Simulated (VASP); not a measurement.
# Te2Mo in VASP: further runs, part 2 of 2

VASP 6.6.1. Earlier steps stand in the parts before.

## 3. Relaxation of the atoms, LDA (equal strain along all axes, cell held: +1.5 %)

INCAR reads:

```
SYSTEM = Te2Mo
ALGO = Normal ; EDIFF = 1E-7
EDIFFG = -0.008 ; ENCUT = 520
GGA = CA ; IBRION = 2
ISIF = 2 ; ISMEAR = 0
LASPH = .True. ; LCHARG = .False.
LREAL = .False. ; LWAVE = .False.
NELM = 60 ; NSW = 60
PREC = Accurate ; SIGMA = 0.02
```

KPOINTS reads:

```
k-points
0
Gamma
  12 12 2
  0 0 0
```

POSCAR reads:

```
Te2Mo
1.0
    3.5185462418      0.0000000000      0.0000000000
   -1.7592731209      3.0471504298      0.0000000000
    0.0000000000      0.0000000000     17.7826084983
Te Mo
2 1
Direct
    0.3333333333      0.6666666667      0.8975342416
    0.3333333333      0.6666666667      0.1024657584
    0.0000000000      0.0000000000      0.0000000000
```

Potentials or basis: VASP PAW LDA potentials, release 64 (Te, Mo_sv).

Command:

```sh
> cat potpaw_LDA.64/Te/POTCAR potpaw_LDA.64/Mo_sv/POTCAR > POTCAR
> mpirun -np 1 vasp_std > vasp.out
```

OUTCAR:

```text
SYSTEM = Te2Mo
   EDIFF = 1E-7
   EDIFFG = -0.008
   ENCUT = 520
   GGA = CA
   IBRION = 2
   ISIF = 2
   ISMEAR = 0
   LASPH = .True.
   LREAL = .False.
   NELM = 60
   NSW = 60
   PREC = Accurate

 ion  position               nearest neighbor table
   1  0.333  0.667  0.898-   3 2.73   3 2.73   3 2.73   2 3.64
   2  0.333  0.667  0.102-   3 2.73   3 2.73   3 2.73   1 3.64
   3  0.000  0.000  0.000-   1 2.73   2 2.73   1 2.73   2 2.73   1 2.73   2 2.73

  LATTYP: Found a hexagonal cell.
 ALAT       =     3.5185462418
 C/A-ratio  =     5.0539646991

  Lattice vectors:

 A1 = (   3.5185462418,   0.0000000000,   0.0000000000)
 A2 = (  -1.7592731209,   3.0471504298,   0.0000000000)
 A3 = (   0.0000000000,   0.0000000000,  17.7826084983)

Analysis of symmetry for initial positions (statically):
=====================================================================
 Subroutine PRICEL returns:
 Original cell was already a primitive cell.

 Routine SETGRP: Setting up the symmetry group for a
 hexagonal supercell.

 Subroutine GETGRP returns: Found 12 space group operations
 (whereof 12 operations were pure point group operations)
 out of a pool of 24 trial point group operations.

The static configuration has the point symmetry D_3h.

Analysis of symmetry for dynamics (positions and initial velocities):
=====================================================================
 Subroutine PRICEL returns:
 Original cell was already a primitive cell.

 Routine SETGRP: Setting up the symmetry group for a
 hexagonal supercell.

 Subroutine GETGRP returns: Found 12 space group operations
 (whereof 12 operations were pure point group operations)
 out of a pool of 24 trial point group operations.

The dynamic configuration has the point symmetry D_3h.

 Subroutine INISYM returns: Found 12 space group operations
[... 125 lines left out ...]
   LHFCALC =     F    Hartree Fock is set to
   AEXX    =    0.0000 exact exchange contribution
   IVDW    =     0    specifies the selected vdW correction
   LEPSILON=     F    determine dielectric tensor
   LRPA    =     F    only Hartree local field effects (RPA)
 conjugate gradient relaxation of ions
 non-spin polarized calculation
 Gauss-broadening in eV      SIGMA  =   0.02
  energy-cutoff  :      520.00
  volume of cell :      190.66
 maximum number of plane-waves:      5227
 NGX is ok and might be reduce to    28
   NGX = 13   NGY = 13   NGZ = 67

--------------------------------------- Ionic step        1  -------------------------------------------

 number of electron      25.9999999 magnetization

 Free energy of the ion-electron system (eV)
  ---------------------------------------------------
  ext. energy  EPLUGINS =         0.00000000
  ---------------------------------------------------
  free energy    TOTEN  =       -20.43083661 eV

  energy without entropy =      -20.43083661  energy(sigma->0) =      -20.43083661

------------------------ aborting loop because EDIFF is reached ----------------------------------------

  FORCE on cell =-STRESS in cart. coord.  units (eV):
  Direction    XX          YY          ZZ          XY          YZ          ZX
  --------------------------------------------------------------------------------------
  -------------------------------------------------------------------------------------
  Total       -1.8443599     -1.8443599     -2.1686158      0.0000000     -0.0000000      0.0000000
  in kB      -15.4989978    -15.4989978    -18.2238685      0.0000000     -0.0000000      0.0000000
  external PRESSURE =     -16.4072881 kB  Pullay stress =       0.0000000 kB
[... 61 lines left out ...]
--------------------------------------- Ionic step        3  -------------------------------------------

 number of electron      26.0000000 magnetization

 Free energy of the ion-electron system (eV)
  ---------------------------------------------------
  ext. energy  EPLUGINS =         0.00000000
  ---------------------------------------------------
  free energy    TOTEN  =       -20.45694929 eV

  energy without entropy =      -20.45694929  energy(sigma->0) =      -20.45694929

 E-fermi :   0.1084     XC(G=0):  -4.7800

 val. band max:       -0.0965762833   @ k =   0.3333   0.3333   0.5000
 cond. band min:       1.0151968176   @ k =   0.3333   0.3333   0.5000
 fundamental gap:      1.1117731009
 Fermi energy:         0.1084192277

 k-point     1 :       0.0000    0.0000    0.0000
  band No.  band energies     occupation
      1     -60.3469      2.00000
      2     -34.7109      2.00000
      3     -34.5775      2.00000
      4     -34.5775      2.00000
      5     -12.7963      2.00000
      6     -11.7721      2.00000
[... 457 lines left out ...]
      4     -34.6011      2.00000
      5     -11.4499      2.00000
      6     -10.8772      2.00000
[... 9 lines left out ...]
     16       2.6728      0.00000
     17       3.7079      0.00000

 [... further k-points ...]

------------------------ aborting loop because EDIFF is reached ----------------------------------------

  FORCE on cell =-STRESS in cart. coord.  units (eV):
  Direction    XX          YY          ZZ          XY          YZ          ZX
  --------------------------------------------------------------------------------------
  -------------------------------------------------------------------------------------
  Total       -1.0662783     -1.0662783     -0.0163098      0.0000000      0.0000000      0.0000000
  in kB       -8.9604230     -8.9604230     -0.1370585      0.0000000      0.0000000      0.0000000
  external PRESSURE =      -6.0193015 kB  Pullay stress =       0.0000000 kB
[... 18 lines left out ...]
  FREE ENERGIE OF THE ION-ELECTRON SYSTEM (eV)
  ---------------------------------------------------
  free  energy   TOTEN  =       -20.4569492919 eV

  energy  without entropy=      -20.4569492919  energy(sigma->0) =      -20.45694929

 reached required accuracy - stopping structural energy minimisation
```

OSZICAR:

```text
N       E                     dE             d eps       ncg     rms          rms(c)
DAV:   1     0.139402716352E+03    0.13940E+03   -0.11650E+04  1772   0.123E+03
DAV:   2    -0.124513280121E+02   -0.15185E+03   -0.15007E+03  1757   0.256E+02
DAV:   3    -0.209754999740E+02   -0.85242E+01   -0.83671E+01  1719   0.515E+01
DAV:   4    -0.211844454191E+02   -0.20895E+00   -0.20868E+00  1976   0.814E+00
[... 49 lines left out ...]
DAV:  10    -0.204569481562E+02   -0.30370E-06   -0.26908E-08   834   0.869E-04    0.108E-03
DAV:  11    -0.204569488373E+02   -0.68104E-06   -0.17142E-07  1083   0.177E-03    0.288E-03
DAV:  12    -0.204569489560E+02   -0.11871E-06   -0.22899E-08   835   0.887E-04    0.898E-04
DAV:  13    -0.204569492103E+02   -0.25428E-06   -0.57522E-08   999   0.930E-04    0.134E-03
DAV:  14    -0.204569492919E+02   -0.81696E-07   -0.70696E-09   865   0.416E-04
   3 F= -.20456949E+02 E0= -.20456949E+02  d E =-.261127E-01
```

Wall time 9 min (1 thread of Oxide Virtual Turin-like, shared host); peak memory 0.31 GiB.

Results:

| Property | Result |
| --- | --- |
| Free energy | -20.4569 eV |
| Energy gained by relaxing | 8.7 meV/atom |
| Ionic steps | 3 |
| Band gap on the k mesh | 1.11 eV |

Step by step:
```csv
step,energy change (eV),largest force (eV/Å),pressure (GPa)
1,0.0000,0.5914,-1.64
2,-0.0230,0.2093,-0.97
3,-0.0261,0.0007,-0.60
```

Final structure:
```
CELL_PARAMETERS angstrom
3.51855 0.00000 0.00000
-1.75927 3.04715 0.00000
0.00000 0.00000 17.78261
ATOMIC_POSITIONS crystal
Te 0.33333 0.66667 0.89996
Te 0.33333 0.66667 0.10004
Mo 0.00000 0.00000 0.00000
```

Caveat: the cell differs from its parent crystal (equal strain along all axes, cell held: +1.5 %); spin-orbit coupling is left out, which moves the levels of the heavy elements.

## 4. Relaxation of the atoms, LDA (equal strain along all axes, cell held: -4.5 %)

INCAR reads:

```
SYSTEM = Te2Mo
  PREC = Accurate
  ENCUT = 520
  EDIFF = 1E-6
  ISMEAR = 0
  SIGMA = 0.02
  LREAL = .FALSE.
  LASPH = .TRUE.
  NELM = 60
  ALGO = Normal
  ISIF = 2
  LWAVE = .FALSE.
  LCHARG = .FALSE.
  IBRION = 2
  NSW = 60
  EDIFFG = -0.008
```

KPOINTS reads:

```
Automatic mesh
0
G
  12 12 2
  0 0 0
```

POSCAR reads:

```
Te2Mo
1.0
    3.3105533605      0.0000000000      0.0000000000
   -1.6552766803      2.8670233108      0.0000000000
    0.0000000000      0.0000000000     16.7314198186
Te Mo
2 1
Direct
    0.3333333333      0.6666666667      0.8918936679
    0.3333333333      0.6666666667      0.1081063321
    0.0000000000      0.0000000000      0.0000000000
```

Command:

```sh
> cat potpaw_LDA.64/Te/POTCAR potpaw_LDA.64/Mo_sv/POTCAR > POTCAR
> mpirun -np 1 vasp_std > vasp.out
```

Wall time 5.3 min (1 thread of Oxide Virtual Turin-like, shared host); peak memory 0.28 GiB.

The run converged. Its results:

```
Free energy               : -20.2978 eV
Energy gained by relaxing : 15.3 meV/atom
Ionic steps               : 3
Band gap on the k mesh    : 0.81 eV (least direct gap 1.35 eV)
```

The path:
```csv
step,energy change (eV),largest force (eV/Å),pressure (GPa)
1,0.0000,0.8631,4.47
2,-0.0435,0.1937,3.02
3,-0.0460,0.0005,2.58
```

Final structure:
```yaml
crystal:
  lattice:
    - [3.31055, 0.00000, 0.00000]
    - [-1.65528, 2.86702, 0.00000]
    - [0.00000, 0.00000, 16.73142]
  atoms:
    - { symbol: Te, position: [0.33333, 0.66667, 0.88862] }
    - { symbol: Te, position: [0.33333, 0.66667, 0.11138] }
    - { symbol: Mo, position: [0.00000, 0.00000, 0.00000] }
```

Levels at points of the mesh, in eV from the valence-band top:
```csv
k point,band 10,band 11,band 12,band 13,band 14,band 15,band 16,band 17
"(0.00, 0.00, 0.00)",-1.65,-1.45,-0.78,-0.78,3.66,3.66,3.76,3.94
"(0.50, 0.00, 0.00)",-2.46,-2.40,-1.19,0.00,1.62,1.75,3.12,3.76
"(0.00, 0.00, 0.50)",-1.65,-1.45,-0.78,-0.78,3.66,3.66,3.92,3.94
"(0.50, 0.00, 0.50)",-2.46,-2.40,-1.19,0.00,1.62,1.75,3.12,3.76
```

Caveat: the cell differs from its parent crystal (equal strain along all axes, cell held: -4.5 %); spin-orbit coupling is left out, which moves the levels of the heavy elements.

## 5. Relaxation of the atoms, LDA (equal strain along all axes, cell held: -1.5 %)

INCAR reads:

```
PREC = Accurate ; ENCUT = 520
EDIFF = 1E-6 ; ISMEAR = 0
SIGMA = 0.02 ; LREAL = False
LASPH = True ; NELM = 60
ALGO = Normal ; ISIF = 2
LWAVE = False ; LCHARG = False
IBRION = 2 ; NSW = 60
EDIFFG = -0.008
```

KPOINTS reads:

```
regular mesh
0
Gamma
  12 12 2
```

POSCAR reads:

```
Te2Mo
1.0
    3.4145498012      0.0000000000      0.0000000000
   -1.7072749006      2.9570868703      0.0000000000
    0.0000000000      0.0000000000     17.2570141584
Te Mo
2 1
Direct
    0.3333333333      0.6666666667      0.8975342416
    0.3333333333      0.6666666667      0.1024657584
    0.0000000000      0.0000000000      0.0000000000
```

Command:

```sh
> cat potpaw_LDA.64/Te/POTCAR potpaw_LDA.64/Mo_sv/POTCAR > POTCAR
> mpirun -np 1 vasp_std > vasp.out
```

Run time: 5.2 min. Hardware: 1 thread of Oxide Virtual Turin-like, shared host; peak memory 0.29 GiB.

The run converged. Its results:

- Free energy: -20.4531 eV
- Energy gained by relaxing: 13.4 meV/atom
- Ionic steps: 3
- Band gap on the k mesh: 1.25 eV (least direct gap 1.39 eV)

Forces in eV/Å, atoms in the order of the input:
```
Te   0.000  0.000  0.002
Te   0.000  0.000 -0.002
Mo   0.000  0.000  0.000
```

Step by step:
```tsv
step	energy change (eV)	largest force (eV/Å)	pressure (GPa)
1	0.0000	0.8042	2.30
2	-0.0380	0.1872	1.10
3	-0.0403	0.0021	0.74
```

Final structure:
```
Te Mo
1.0
     3.41455    0.00000    0.00000
    -1.70727    2.95709    0.00000
     0.00000    0.00000   17.25701
Te Mo
2 1
Direct
  0.33333 0.66667 0.89455
  0.33333 0.66667 0.10545
  0.00000 0.00000 0.00000
```

Levels at points of the mesh, in eV from the valence-band top:
| k point | band 9 | band 10 | band 11 | band 12 | band 13 | band 14 | band 15 | band 16 | band 17 |
| --- | --- | --- | --- | --- | --- | --- | --- | --- | --- |
| (0.00, 0.00, 0.00) | -1.55 | -1.55 | -0.77 | -0.72 | -0.72 | 3.54 | 3.54 | 3.84 | 3.84 |
| (0.50, 0.00, 0.00) | -3.43 | -2.28 | -1.83 | -0.81 | 0.00 | 1.72 | 1.92 | 3.43 | 3.97 |
| (0.00, 0.00, 0.50) | -1.55 | -1.55 | -0.77 | -0.72 | -0.72 | 3.54 | 3.54 | 3.84 | 3.84 |
| (0.50, 0.00, 0.50) | -3.43 | -2.28 | -1.83 | -0.81 | 0.00 | 1.72 | 1.92 | 3.43 | 3.96 |

Caveat: the cell differs from its parent crystal (equal strain along all axes, cell held: -1.5 %); spin-orbit coupling is left out, which moves the levels of the heavy elements.

## 6. The runs side by side

```csv
cell,gap on the mesh (eV)
"atoms relaxed from a = 3.571, b = 3.571, c = 18.045 Å, angles 90.0, 90.0, 120.0°, 3 atoms, atomic positions A",0.99
"atoms relaxed from a = 3.519, b = 3.519, c = 17.783 Å, angles 90.0, 90.0, 120.0°, 3 atoms, atomic positions B",1.11
"atoms relaxed from a = 3.311, b = 3.311, c = 16.731 Å, angles 90.0, 90.0, 120.0°, 3 atoms, atomic positions C",0.81
"atoms relaxed from a = 3.415, b = 3.415, c = 17.257 Å, angles 90.0, 90.0, 120.0°, 3 atoms, atomic positions B",1.25
```

Alike in all rows: task relaxation of the atoms; level LDA; potentials or basis VASP PAW LDA potentials, release 64 (Te, Mo_sv); no spin polarisation; k mesh 12 × 12 × 2; cutoff (eV) 520; smearing gaussian 0.02 eV.

Caveats: spin-orbit coupling is left out, which moves the levels of the heavy elements.

Total energies depend on the potentials used, so only differences within one code and one set of settings carry meaning.
